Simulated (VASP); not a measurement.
# TaN (P-62m) in VASP: a series of runs

The runs below take TaN through single point, with r2SCAN.

Everything below comes from runs of VASP 6.6.1. Logs are shortened: lines on timing, memory, paths and dates and some standing lists are left out, and cuts for length are marked.

## Step 1: The cell of the first run

It takes space group P-62m (No. 189, hexagonal). Conventional cell: a = 4.940 Å, b = 4.940 Å, c = 2.838 Å, α = 90.00°, β = 90.00°, γ = 120.00°. Ta (site symmetry -6) has 6 N at 2.08 Å and 5 Ta at 2.84 to 2.85 Å within 2.9 Å. Within 2.6 Å of Ta (site symmetry -62m) lie 3 N at 1.94 Å. Within 2.7 Å of N (site symmetry m2m) lie 5 Ta at 1.94 to 2.08 Å and 4 N at 2.64 Å.

## Step 2: Single point, r2SCAN (strain -0.050 along x and y, -0.025 along z)

POSCAR

```
TaN
1.0
    4.9396483338      0.0000000000      0.0000000000
   -2.4698241669      4.2778609428      0.0000000000
    0.0000000000      0.0000000000      2.8376002922
Ta N
3 3
Direct
    0.3333333333      0.6666666667      0.5000000000
    0.6666666667      0.3333333333      0.5000000000
    0.0000000000      0.0000000000      0.0000000000
    0.3924063645      0.0000000000      0.0000000000
    0.6075936355      0.6075936355      0.0000000000
    0.0000000000      0.3924063645      0.0000000000
```

INCAR.step1

```
SYSTEM = TaN
PREC = Accurate
ENCUT = 660
ISMEAR = 0
SIGMA = 0.15
LREAL = .False.
LASPH = .True.
NELM = 120
NBANDS = 33
GGA = PE
ALGO = Normal
EDIFF = 1E-5
LWAVE = .True.
LCHARG = .False.
GGA_COMPAT = .False.
```

INCAR.step2

```
SYSTEM = TaN
PREC = Accurate
ENCUT = 660
EDIFF = 1E-6
ISMEAR = 0
SIGMA = 0.15
LREAL = .False.
LASPH = .True.
NELM = 120
ALGO = Normal
ISIF = 2
LWAVE = .False.
LCHARG = .False.
METAGGA = R2SCAN
LMIXTAU = .True.
NBANDS = 33
ISTART = 1
GGA_COMPAT = .False.
```

KPOINTS

```
regular mesh
0
Gamma
  12 12 16
  0 0 0
```

Potentials or basis: VASP PAW PBE potentials, release 64 (Ta_pv, N).

The run is started by

```
cat potpaw_PBE.64/Ta_pv/POTCAR potpaw_PBE.64/N/POTCAR > POTCAR
cp INCAR.step1 INCAR
mpirun -np 1 vasp_std > vasp.out
cp INCAR.step2 INCAR
mpirun -np 1 vasp_std > vasp.out
```

OUTCAR:

```text
SYSTEM = TaN
   PREC = Accurate
   ENCUT = 660
   EDIFF = 1E-6
   ISMEAR = 0
   LREAL = .False.
   LASPH = .True.
   NELM = 120
   ISIF = 2
   METAGGA = R2SCAN
   ISTART = 1

 ion  position               nearest neighbor table
   1  0.333  0.667  0.500-   4 2.08   4 2.08   6 2.08   6 2.08   5 2.08   5 2.08   2 2.85   2 2.85
                             2 2.85   3 3.19   3 3.19   3 3.19   3 3.19   3 3.19   3 3.19
   2  0.667  0.333  0.500-   6 2.08   6 2.08   4 2.08   4 2.08   5 2.08   5 2.08   1 2.85   1 2.85
                             1 2.85   3 3.19   3 3.19   3 3.19   3 3.19   3 3.19   3 3.19
   3  0.000  0.000  0.000-   5 1.94   6 1.94   4 1.94   2 3.19   1 3.19   1 3.19   2 3.19   1 3.19
                             1 3.19   2 3.19   2 3.19   2 3.19   2 3.19   1 3.19   1 3.19
   4  0.392  0.000  0.000-   3 1.94   1 2.08   1 2.08   2 2.08   2 2.08
   5  0.608  0.608  0.000-   3 1.94   2 2.08   2 2.08   1 2.08   1 2.08
   6  0.000  0.392  0.000-   3 1.94   2 2.08   2 2.08   1 2.08   1 2.08

  LATTYP: Found a hexagonal cell.
 ALAT       =     4.9396483338
 C/A-ratio  =     0.5744539085

  Lattice vectors:

 A1 = (   4.9396483338,   0.0000000000,   0.0000000000)
 A2 = (  -2.4698241669,   4.2778609428,   0.0000000000)
 A3 = (   0.0000000000,   0.0000000000,   2.8376002922)

Analysis of symmetry for initial positions (statically):
=====================================================================
 Subroutine PRICEL returns:
 Original cell was already a primitive cell.

 Routine SETGRP: Setting up the symmetry group for a
 hexagonal supercell.

 Subroutine GETGRP returns: Found 12 space group operations
 (whereof 12 operations were pure point group operations)
 out of a pool of 24 trial point group operations.

The static configuration has the point symmetry D_3h.

Analysis of symmetry for dynamics (positions and initial velocities):
=====================================================================
 Subroutine PRICEL returns:
 Original cell was already a primitive cell.

 Routine SETGRP: Setting up the symmetry group for a
 hexagonal supercell.

 Subroutine GETGRP returns: Found 12 space group operations
 (whereof 12 operations were pure point group operations)
 out of a pool of 24 trial point group operations.

The dynamic configuration has the point symmetry D_3h.

 Subroutine INISYM returns: Found 12 space group operations
 (whereof 12 operations are pure point group operations),
[... 100 lines left out ...]
   LSORBIT =      F    spin-orbit coupling
   LASPH  =      T    aspherical Exc in radial PAW
   ENCUT  =  660.0 eV  48.51 Ry    6.96 a.u.  10.35 10.35  5.94*2*pi/ulx,y,z
   NELM   =    120;   NELMIN=  2; NELMDL=  0     # of ELM steps
   EDIFF  = 0.1E-05   stopping-criterion for ELM
   LREAL  =      F    real-space projection
   EDIFFG = 0.1E-04   stopping-criterion for IOM
   NSW    =      0    number of steps for IOM
   IBRION =     -1    ionic relax: 0-MD 1-quasi-New 2-CG
   NFREE  =      0    steps in history (QN), initial steepest desc. (CG)
   ISIF   =      2    stress and relaxation
   ISYM   =      2    0-nonsym 1-usesym 2-fastsym
   POTIM  = 0.5000    time-step for ionic-motion
   TEBEG  =    0.0;   TEEND  =   0.0 temperature during run
   PSTRESS=    0.0 pullay stress
   NELECT =      48.0000    total number of electrons
   NUPDOWN=      -1.0000    fix difference up-down
   EMIN   =  10.00;   EMAX   =-10.00  energy-range for DOS
   EFERMI =   0.00;   METHOD = LEGACY
   ISMEAR =     0;   SIGMA  =   0.15  broadening in eV -4-tet -1-fermi 0-gaus
   EFERMI_NEDOS =   21; number of points for ismear=-14 and -15
   IALGO  =     38    algorithm
   IMIX   =      4    mixing-type and parameters
     AMIX     =   0.40;   BMIX     =  1.00
     AMIX_MAG =   1.60;   BMIX_MAG =  1.00
  volume/ion in A,a.u.               =       9.99        67.44
  Fermi-wavevector in a.u.,A,eV,Ry     =   1.520071  2.872518 31.437847  2.310617
  Thomas-Fermi vector in A             =   2.628971
   LORBIT       =      0    0 simple, 1 ext, 2 COOP (PROOUT), +10 PAW based schemes
   METAGGA = R2SCAN    functional components
   LHFCALC =     F    Hartree Fock is set to
   AEXX    =    0.0000 exact exchange contribution
   IVDW    =     0    specifies the selected vdW correction
   LEPSILON=     F    determine dielectric tensor
   LRPA    =     F    only Hartree local field effects (RPA)
 non-spin polarized calculation
 Gauss-broadening in eV      SIGMA  =   0.15
  energy-cutoff  :      660.00
  volume of cell :       59.96
 maximum number of plane-waves:      2352
 NGX is ok and might be reduce to    42
   NGX = 21   NGY = 21   NGZ = 11

 number of electron      48.0000000 magnetization

 Free energy of the ion-electron system (eV)
  ---------------------------------------------------
  ext. energy  EPLUGINS =         0.00000000
  ---------------------------------------------------
  free energy    TOTEN  =      -179.87989342 eV

  energy without entropy =     -179.87524878  energy(sigma->0) =     -179.87757110

 E-fermi :   9.8586     XC(G=0): -14.7831

 val. band max:        9.8412722856   @ k =   0.1667   0.0833   0.1875
 cond. band min:       9.8606355628   @ k =   0.0833   0.0833   0.0000
 fundamental gap:      0.0193632772
 Fermi energy:         9.8586086450

 k-point     1 :       0.0000    0.0000    0.0000
  band No.  band energies     occupation
      1     -27.8922      2.00000
      2     -27.8922      2.00000
      3     -27.3794      2.00000
      4     -27.3794      2.00000
      5     -27.1065      2.00000
      6     -26.9014      2.00000
[... 853 lines left out ...]
     32      14.3938      0.00000
     33      14.6204      0.00000

 [... further k-points ...]
[... 5 lines left out ...]
  --------------------------------------------------------------------------------------
  -------------------------------------------------------------------------------------
  Total       23.8309521     23.8309521     17.9805020      0.0000000      0.0000000      0.0000000
  in kB      636.7633546    636.7633546    480.4392491      0.0000000      0.0000000      0.0000000
  external PRESSURE =     584.6553194 kB  Pullay stress =       0.0000000 kB

 VOLUME and BASIS-vectors are now :
 -----------------------------------------------------------------------------
  energy-cutoff  :      660.00
  volume of cell :       59.96
      direct lattice vectors                 reciprocal lattice vectors
     4.939648334  0.000000000  0.000000000     0.202443561  0.116880845  0.000000000
    -2.469824167  4.277860943  0.000000000     0.000000000  0.233761689  0.000000000
     0.000000000  0.000000000  2.837600292     0.000000000  0.000000000  0.352410451

 POSITION                                       TOTAL-FORCE (eV/Angst)
 -----------------------------------------------------------------------------------
     -0.00000      2.85191      1.41880         0.000000     -0.000000     -0.000000
      2.46982      1.42595      1.41880         0.000000     -0.000000     -0.000000
      0.00000      0.00000      0.00000         0.000000     -0.000000     -0.000000
      1.93835      0.00000      0.00000         0.946777     -0.000000      0.000000
      1.50065      2.59920      0.00000        -0.473389     -0.819933     -0.000000
     -0.96917      1.67866      0.00000        -0.473389      0.819933     -0.000000
 -----------------------------------------------------------------------------------
    total drift:                               -0.000000     -0.000001     -0.000000

  FREE ENERGIE OF THE ION-ELECTRON SYSTEM (eV)
  ---------------------------------------------------
  free  energy   TOTEN  =      -179.8798934180 eV

  energy  without entropy=     -179.8752487768  energy(sigma->0) =     -179.87757110
```

OUTCAR.step1:

```text
SYSTEM = TaN
   PREC = Accurate
   ENCUT = 660
   ISMEAR = 0
   LREAL = .False.
   LASPH = .True.
   NELM = 120
[... 1104 lines left out ...]
      1.93835      0.00000      0.00000         1.032824     -0.000000     -0.000000
      1.50065      2.59920      0.00000        -0.516412     -0.894452      0.000000
     -0.96917      1.67866      0.00000        -0.516412      0.894452      0.000000
 -----------------------------------------------------------------------------------
    total drift:                               -0.000000     -0.000001     -0.000000

  FREE ENERGIE OF THE ION-ELECTRON SYSTEM (eV)
  ---------------------------------------------------
  free  energy   TOTEN  =       -65.8860673222 eV

  energy  without entropy=      -65.8809572046  energy(sigma->0) =      -65.88351226
```

OSZICAR.step1:

```text
N       E                     dE             d eps       ncg     rms          rms(c)
DAV:   1     0.515488332163E+03    0.51549E+03   -0.30010E+04 11286   0.186E+03
DAV:   2    -0.393017802222E+02   -0.55479E+03   -0.52726E+03 12692   0.530E+02
DAV:   3    -0.750144736911E+02   -0.35713E+02   -0.35028E+02 13805   0.134E+02
DAV:   4    -0.757353579431E+02   -0.72088E+00   -0.71653E+00 14048   0.187E+01
DAV:   5    -0.757498518629E+02   -0.14494E-01   -0.14474E-01 14362   0.218E+00    0.561E+01
DAV:   6    -0.660029159452E+02    0.97469E+01   -0.42154E+01 14796   0.405E+01    0.240E+01
DAV:   7    -0.659465345404E+02    0.56381E-01   -0.18714E+00 13923   0.878E+00    0.132E+01
DAV:   8    -0.658993137204E+02    0.47221E-01   -0.25843E-01 13793   0.356E+00    0.118E+00
DAV:   9    -0.658863283607E+02    0.12985E-01   -0.33736E-02 14174   0.160E+00    0.343E-01
DAV:  10    -0.658861762930E+02    0.15207E-03   -0.86723E-03 14261   0.550E-01    0.182E-01
DAV:  11    -0.658860854748E+02    0.90818E-04   -0.14183E-03 14319   0.254E-01    0.308E-02
DAV:  12    -0.658860682309E+02    0.17244E-04   -0.11146E-04 12976   0.725E-02    0.112E-02
DAV:  13    -0.658860673222E+02    0.90877E-06   -0.49760E-06  7475   0.184E-02
   1 F= -.65886067E+02 E0= -.65883512E+02  d E =-.511012E-02
```

It took 16 min on 1 thread of Intel Xeon 6975P-C (Granite Rapids), shared host; peak memory 0.48 GiB.

Results:

* Free energy: -179.8799 eV
* Pressure: 58.5 GPa
* Largest force: 0.947 eV/Å
* Band gap on the k mesh: zero (bands 24 and 25 overlap by 3.30 eV)

Forces on the atoms (eV/Å):
```
Ta   0.000  0.000  0.000
Ta   0.000  0.000  0.000
Ta   0.000  0.000  0.000
N    0.947  0.000  0.000
N   -0.473 -0.820  0.000
N   -0.473  0.820  0.000
```

Levels at points of the mesh, in eV from the Fermi level:
| k point | band 21 | band 22 | band 23 | band 24 | band 25 | band 26 | band 27 | band 28 |
| --- | --- | --- | --- | --- | --- | --- | --- | --- |
| (0.00, 0.00, 0.00) | -5.28 | -4.06 | -2.01 | -1.19 | -1.19 | 0.39 | 0.39 | 2.24 |
| (0.50, 0.00, 0.00) | -4.80 | -4.49 | -3.29 | -3.19 | 1.36 | 2.07 | 2.36 | 2.69 |
| (0.00, 0.00, 0.50) | -5.02 | -3.51 | -3.51 | 1.80 | 2.41 | 2.41 | 2.95 | 2.95 |
| (0.50, 0.00, 0.50) | -4.68 | -4.02 | -2.50 | -1.20 | 0.52 | 1.85 | 3.92 | 3.93 |

Caveat: the cell differs from its parent crystal (strain -0.050 along x and y, -0.025 along z); the stress differs along the axes, from 48 to 64 GPa; the PAW data sets were made with another functional, which shifts forces and pressure a little; spin-orbit coupling is left out, which moves the levels of the heavy elements.

## Step 3: Single point, r2SCAN (strain -0.050 along x and y, +0.000 along z)

Edit POSCAR of step 2 so:

```diff
@@ -4,3 +4,3 @@
    -2.4698241669      4.2778609428      0.0000000000
-    0.0000000000      0.0000000000      2.8376002922
+    0.0000000000      0.0000000000      2.9103592740
 Ta N
```

INCAR.step1

```
SYSTEM = TaN
ALGO     = Normal         ! electronic algorithm
EDIFF    = 1E-5           ! SCF threshold, eV
ENCUT    = 660            ! plane-wave cutoff, eV
GGA      = PE             ! functional
GGA_COMPAT= .False.      
ISMEAR   = 0              ! smearing method
LASPH    = .True.         ! aspherical terms in the spheres
LCHARG   = .False.        ! write CHGCAR
LREAL    = .False.        ! projectors in reciprocal space
LWAVE    = .True.         ! write WAVECAR
NBANDS   = 33             ! bands
NELM     = 120            ! most SCF steps
PREC     = Accurate       ! precision mode
SIGMA    = 0.15           ! smearing width, eV
```

INCAR.step2

```
SYSTEM = TaN
ALGO     = Normal         ! electronic algorithm
EDIFF    = 1E-6           ! SCF threshold, eV
ENCUT    = 660            ! plane-wave cutoff, eV
GGA_COMPAT= .False.      
ISIF     = 2              ! what is computed and relaxed
ISMEAR   = 0              ! smearing method
ISTART   = 1            
LASPH    = .True.         ! aspherical terms in the spheres
LCHARG   = .False.        ! write CHGCAR
LMIXTAU  = .True.       
LREAL    = .False.        ! projectors in reciprocal space
LWAVE    = .False.        ! write WAVECAR
METAGGA  = R2SCAN         ! meta-GGA
NBANDS   = 33             ! bands
NELM     = 120            ! most SCF steps
PREC     = Accurate       ! precision mode
SIGMA    = 0.15           ! smearing width, eV
```

KPOINTS

```
k-points
0
Gamma
  12 12 16
  0 0 0
```

Potentials or basis: VASP PAW PBE potentials, release 64 (Ta_pv, N).

The run is started by

```
cat potpaw_PBE.64/Ta_pv/POTCAR potpaw_PBE.64/N/POTCAR > POTCAR
cp INCAR.step1 INCAR
mpirun -np 1 vasp_std > vasp.out
cp INCAR.step2 INCAR
mpirun -np 1 vasp_std > vasp.out
```

Wall time 15 min (1 thread of AMD EPYC 9R45 (Zen 5), shared host); peak memory 0.46 GiB.

It converged, with:

* Free energy: -180.2255 eV
* Pressure: 45.0 GPa
* Largest force: 1.048 eV/Å
* Band gap on the k mesh: zero (bands 24 and 25 overlap by 2.76 eV)

Forces on the atoms (eV/Å):
```
Ta   0.000  0.000  0.000
Ta   0.000  0.000  0.000
Ta   0.000  0.000  0.000
N    1.048  0.000  0.000
N   -0.524 -0.907  0.000
N   -0.524  0.907  0.000
```

Stress tensor (GPa, compression positive):
```
55.23  0.00  0.00
 0.00 55.23  0.00
 0.00  0.00 24.52
```

Levels at points of the mesh, in eV from the Fermi level:
| k point | band 21 | band 22 | band 23 | band 24 | band 25 | band 26 | band 27 | band 28 |
| --- | --- | --- | --- | --- | --- | --- | --- | --- |
| (0.00, 0.00, 0.00) | -5.19 | -4.15 | -1.72 | -1.07 | -1.07 | 0.17 | 0.17 | 2.01 |
| (0.50, 0.00, 0.00) | -4.66 | -4.18 | -3.10 | -3.01 | 1.13 | 1.94 | 2.35 | 2.46 |
| (0.00, 0.00, 0.50) | -4.93 | -3.38 | -3.38 | 1.33 | 2.48 | 2.48 | 3.04 | 3.04 |
| (0.50, 0.00, 0.50) | -4.42 | -3.90 | -2.55 | -1.00 | 0.55 | 1.85 | 3.46 | 3.57 |

Caveat: the cell differs from its parent crystal (strain -0.050 along x and y, +0.000 along z); the stress differs along the axes, from 25 to 55 GPa; the PAW data sets were made with another functional, which shifts forces and pressure a little; spin-orbit coupling is left out, which moves the levels of the heavy elements.

(Part 1 of 2 ends here.)

The gap in the log of VASP goes by the Fermi energy; the results here count the filled bands.